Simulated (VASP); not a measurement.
**Hg: single point with PBE**

The system is Hg.

```
CELL_PARAMETERS angstrom
2.14113 -1.93894 -0.13404
2.14113 1.93894 -0.13404
-0.51663 0.00000 3.09939
ATOMIC_POSITIONS crystal
Hg 0.50000 0.50000 0.50000
```

This cell differs from its parent crystal: strained.

| Quantity | Value |
| --- | --- |
| Program | VASP 6.6.1 |
| Task | single point |
| Functional | PBE |
| Potentials or basis | VASP PAW PBE potentials, release 64 (Hg) |
| Cutoff | 520 eV |
| k mesh | 14 × 14 × 14 |
| Occupations | gaussian, width 0.1 eV |
| Spin | no spin polarisation |

The pressure is 4.9 GPa and the band gap on the k mesh is zero (bands 6 and 7 overlap by 4.88 eV).

Stress tensor (GPa, compression positive):
```
 6.90  0.00 -0.36
 0.00  6.31  0.00
-0.36  0.00  1.60
```

Levels at points of the mesh, in eV from the Fermi level:
```csv
k point,band 3,band 4,band 5,band 6,band 7,band 8,band 9,band 10
"(0.00, 0.00, 0.00)",-7.93,-6.17,-6.14,-5.92,8.90,11.54,11.61,13.65
"(0.50, 0.00, 0.00)",-6.80,-6.57,-6.09,-2.23,-1.85,11.03,14.78,16.00
"(0.50, 0.50, 0.00)",-6.72,-6.58,-5.17,1.26,1.79,2.63,8.20,12.41
"(0.00, 0.00, 0.50)",-6.46,-6.33,-5.92,-3.50,-2.12,12.89,12.97,17.36
"(0.50, 0.00, 0.50)",-6.59,-6.29,-5.54,0.14,0.34,2.70,7.91,14.85
"(0.50, 0.50, 0.50)",-7.53,-5.61,-5.17,2.39,4.05,5.71,6.89,9.49
```

It took 3 min on 1 thread of AMD EPYC 7R13, with other jobs on the host, peak memory 0.29 GiB.

Caveat: the cell differs from its parent crystal (strained); the cell stands under pressure; spin-orbit coupling is left out, which moves the levels of the heavy elements.
